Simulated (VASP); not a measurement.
InP, 2 atoms in the cell. It takes space group F-43m (No. 216, cubic). Conventional cell: a = 5.822 Å, b = 5.822 Å, c = 5.822 Å, α = 90.00°, β = 90.00°, γ = 90.00°. Within 3.3 Å of In (site symmetry -43m) lie 4 P at 2.52 Å. Within 3.3 Å of P (site symmetry -43m) lie 4 In at 2.52 Å. 

```yaml
Program: VASP 6.6.1
Task: single point
Functional: B3LYP
Potentials_or_basis: VASP PAW PBE potentials, release 64 (In_d, P)
Cutoff: 520 eV
k_mesh: 4 × 4 × 4
Occupations: fermi-dirac, width 0.05 eV
Spin: no spin polarisation
Dipole_correction: no
Grid_for_exact_exchange_PRECFOCK: Normal
Further_INCAR_settings: ALGO = Normal; EDIFF = 1e-07; NBANDS = 16
Share_of_exact_exchange: 0.2
```

Potentials or basis: VASP PAW PBE potentials, release 64 (In_d, P).

Run with:

```bash
$ cat potpaw_PBE.64/In_d/POTCAR potpaw_PBE.64/P/POTCAR > POTCAR
$ cp INCAR.step1 INCAR
$ mpirun -np 1 vasp_std > vasp.out
$ cp INCAR.step2 INCAR
$ mpirun -np 1 vasp_std > vasp.out
```

Hardware: 1 thread of AMD EPYC 7R13 Processor (Zen 3), on a shared host.

Q: Estimate the wall time of this run.

A: It took 12 min on 1 thread of AMD EPYC 7R13 Processor (Zen 3), on a shared host, peak memory 0.15 GiB. Counts: k points 8.
